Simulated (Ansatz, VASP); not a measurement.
One calculation of HgTe, two programs

```
Hg Te
1.0
     0.00000    3.40952    3.40952
     3.40952    0.00000    3.40952
     3.40952    3.40952    0.00000
Hg Te
1 1
Direct
  0.00000 0.00000 0.00000
  0.25000 0.25000 0.25000
```

Alike in both runs: task single point; functional revPBE; k mesh 6 × 6 × 6; occupations gaussian, width 0.05 eV; no spin polarisation.

|  | VASP | Ansatz |
| --- | --- | --- |
| version | VASP 6.6.1 | Ansatz 0.2.0 |
| potentials or method | VASP PAW PBE potentials, release 64 (Hg, Te), cutoff 520 eV | scalar-relativistic, plane waves, PAW |
| valence electrons in the cell | 18 | 36 |

```csv
,VASP,Ansatz,Ansatz less VASP
gap on the k mesh at the Fermi level (eV),none,none,-
pressure (GPa),-1.0,-1.1,-0.02
```

VASP's potentials were made for PBE, not for revPBE. A gap of «none» marks a metal or a gap that the smearing closes. The functional is the same, so the differences come from potentials, cutoffs and numerics. VASP's potentials hold 18 valence electrons a cell and Ansatz's 36, so a difference there can come from the potentials and not from the codes.

Neither program's run includes spin-orbit coupling.
